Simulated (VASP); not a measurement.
CsSm3:

```
Cs Sm
1.0
     0.01476    5.32257   -0.00676
    -0.07041   -0.00676    5.29038
    10.76534    0.02951   -0.14082
Cs Sm
2 6
Direct
  0.50489 0.50088 0.25426
  0.49741 0.49798 0.74883
  0.01261 0.99948 0.24496
  0.00115 0.99891 0.74823
  0.50534 0.00952 0.99922
  0.50266 0.99453 0.50345
  0.98765 0.49586 0.99940
  0.98830 0.50282 0.50165
```

- Program: VASP 6.6.1
- Task: relaxation of cell and atoms
- Functional: PBE
- Potentials or basis: VASP PAW PBE potentials, release 64 (Cs_sv, Sm_3), 4f in core
- Cutoff: 500 eV
- k mesh: 4 × 4 × 2
- Occupations: gaussian, width 0.2 eV
- Spin: no spin polarisation

At the start: pressure 0.3 GPa; volume 37.88 Å³/atom.

Problem. Where does the relaxation end?

Solution. Over 9 steps the energy falls by 6.2 meV/atom and the volume is 38.42 Å³/atom (+1.4 %); space group P1 (No. 1, to 0.1 Å) before, Pm-3m (No. 221, to 0.1 Å).

The path:
```tsv
step	energy change (eV)	largest force (eV/Å)	pressure (GPa)	volume (Å³)
1	0.0000	0.2401	0.34	303.08
2	-0.0198	0.1977	0.10	306.66
3	-0.0329	0.1309	-0.26	312.62
4	-0.0419	0.0985	-0.13	310.28
5	-0.0464	0.0605	0.07	306.94
6	-0.0482	0.0411	0.03	307.58
7	-0.0492	0.0315	-0.02	308.52
8	-0.0496	0.0255	0.00	308.05
9	-0.0499	0.0178	0.04	307.40
```

Final structure:
```cif
data_structure
_symmetry_space_group_name_H-M 'P 1'
_symmetry_Int_Tables_number 1
_cell_length_a 5.3533
_cell_length_b 5.3432
_cell_length_c 10.7468
_cell_angle_alpha 90.111
_cell_angle_beta 89.987
_cell_angle_gamma 90.011
_cell_volume 307.40
loop_
_atom_site_label
_atom_site_type_symbol
_atom_site_fract_x
_atom_site_fract_y
_atom_site_fract_z
_atom_site_occupancy
Cs1 Cs 0.50225 0.50035 0.25103 1
Cs2 Cs 0.49788 0.49962 0.75053 1
Sm1 Sm 0.00076 0.00033 0.24945 1
Sm2 Sm 0.99829 0.99982 0.74960 1
Sm3 Sm 0.50011 0.99992 0.99948 1
Sm4 Sm 0.49964 0.99986 0.50018 1
Sm5 Sm 0.00073 0.50071 0.99961 1
Sm6 Sm 0.00034 0.49939 0.50010 1
```
